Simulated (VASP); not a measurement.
Ir:

```
Ir
1.0
     0.00000    2.02000    2.02000
     2.02000    0.00000    2.02000
     2.02000    2.02000    0.00000
Ir
1
Direct
  0.00000 0.00000 0.00000
```

This cell differs from its parent crystal: volume scaled by 1.08.

Base run:

| Item | Value |
| --- | --- |
| Program | VASP 6.6.1 |
| Functional | BLYP |
| Potentials or basis | VASP PAW PBE potentials, release 64 (Ir_sv_GW) |
| Cutoff | 500 eV |
| k mesh | 22 × 22 × 22 |
| Occupations | fermi-dirac, width 0.1 eV |
| Spin | no spin polarisation |

Its results: pressure -19.8 GPa.

The run is repeated on the same cell with these changes: potentials or basis from VASP PAW PBE potentials, release 64 (Ir_sv_GW) to VASP PAW PBE potentials, release 64 (Ir); cutoff from 500 eV to 520 eV; further incar settings from ALGO = Normal; EDIFF = 1e-06; NBANDS = 14 to ALGO = Normal; EDIFF = 1e-06; NBANDS = 10; valence electrons from 17 to 9. What comes out?

Pressure -16.7 GPa.

Caveats: the PAW data sets were made with another functional, which shifts forces and pressure a little.
